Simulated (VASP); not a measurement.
Lu:

```
Lu
1.0
     1.68069   -2.93153    0.00000
     1.68069    2.93153    0.00000
     0.00000    0.00000    3.22009
Lu
1
Cartesian
  1.6807 0.0000 0.0000
```

The cell was generated, and may not be a known phase.

```yaml
Program: VASP 6.6.1
Task: relaxation of cell and atoms
Functional: PBE
Potentials_or_basis: VASP PAW PBE potentials, release 64 (Lu)
Cutoff: 600 eV
k_mesh: 6 × 6 × 6
Occupations: gaussian, width 0.1 eV
Spin: no spin polarisation
```

At the start: pressure -1.1 GPa; volume 31.73 Å³/atom.

**Question.** Where does the relaxation end?

**Answer.** Over 3 steps the energy falls by 3.2 meV/atom and the volume is 30.85 Å³/atom (-2.8 %); space group P6/mmm (No. 191, to 0.1 Å) before and after.

The path:
```tsv
step	energy change (eV)	largest force (eV/Å)	pressure (GPa)	volume (Å³)
1	0.0000	0.0000	-1.08	31.73
2	-0.0032	0.0000	0.11	30.76
3	-0.0032	0.0000	0.02	30.85
```

Final structure:
```
Lu
1.0
     1.66552   -2.89494    0.00000
     1.66552    2.89494    0.00000
     0.00000    0.00000    3.19941
Lu
1
Cartesian
  1.6655 0.0000 0.0000
```
